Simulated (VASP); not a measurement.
Here is a VASP 6.6.1 calculation.

Contents of INCAR:

```
PREC     = Accurate       # precision mode
ENCUT    = 520            # plane-wave cutoff, eV
EDIFF    = 1E-7           # SCF threshold, eV
ISMEAR   = -1             # smearing method
SIGMA    = 0.05           # smearing width, eV
LREAL    = F              # projectors in reciprocal space
LASPH    = T              # aspherical terms in the spheres
NELM     = 80             # most SCF steps
ALGO     = Normal         # electronic algorithm
ISIF     = 2              # what is computed and relaxed
LWAVE    = F              # write WAVECAR
LCHARG   = F              # write CHGCAR
GGA      = PS             # functional
NBANDS   = 16             # bands
```

KPOINTS

```
regular mesh
0
Gamma
  11 11 11
```

File POSCAR:

```
Si2Ni
1.0
    0.0000000000      2.4152895702      2.4152895702
    2.4152895702      0.0000000000      2.4152895702
    2.4152895702      2.4152895702      0.0000000000
Ni Si
1 2
Direct
    0.0000000000      0.0000000000      0.0000000000
    0.2500000000      0.2500000000      0.2500000000
    0.7500000000      0.7500000000      0.7500000000
```

Potentials or basis: VASP PAW PBE potentials, release 64 (Ni, Si).

Run with:

```bash
$ cat potpaw_PBE.64/Ni/POTCAR potpaw_PBE.64/Si/POTCAR > POTCAR
$ mpirun -np 1 vasp_std > vasp.out
```

(1) Estimate the pressure.

(2) Estimate the band gap on the k mesh.

Results:

(1) 111.6 GPa.

(2) zero (band 9 reaches 17.62 eV, above the bottom of band 10 at 16.40 eV).

Caveat: the PAW data sets were made with another functional, which shifts forces and pressure a little.
